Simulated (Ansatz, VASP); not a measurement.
## ZrAl2N3 in VASP and in Ansatz

```
Zr Al N
1.0
    -1.66977    1.66977    7.08424
     1.66977   -1.66977    7.08424
     1.66977    1.66977   -7.08424
Zr Al N
1 2 3
Cartesian
  0.0000 0.0000 0.0000
  0.0000 0.0000 9.4456
  0.0000 0.0000 4.7228
  1.6698 0.0000 1.1807
  1.6698 0.0000 5.9035
  0.0000 1.6698 3.5421
```

Alike in both runs: task relaxation of cell and atoms; functional PBE; k mesh 8 × 8 × 8; occupations gaussian, width 0.1 eV; no spin polarisation.

```csv
,VASP,Ansatz
version,VASP 6.6.1,Ansatz 0.2.0
potentials or method,"VASP PAW PBE potentials, release 64 (Zr_sv, Al, N), cutoff 600 eV","scalar-relativistic, plane waves, PAW"
valence electrons in the cell,33,33
```

|  | VASP | Ansatz | Ansatz less VASP |
| --- | --- | --- | --- |
| gap on the k mesh at the Fermi level, each at its own relaxed structure (eV) | none | none | - |
| relaxed volume (Å³/atom) | 12.26 | 12.28 | +0.025 |
| relaxed cell length with the largest relative difference (Å) | 7.263 | 7.280 | +0.0167 |

A gap of «none» marks a metal or a gap that the smearing closes.
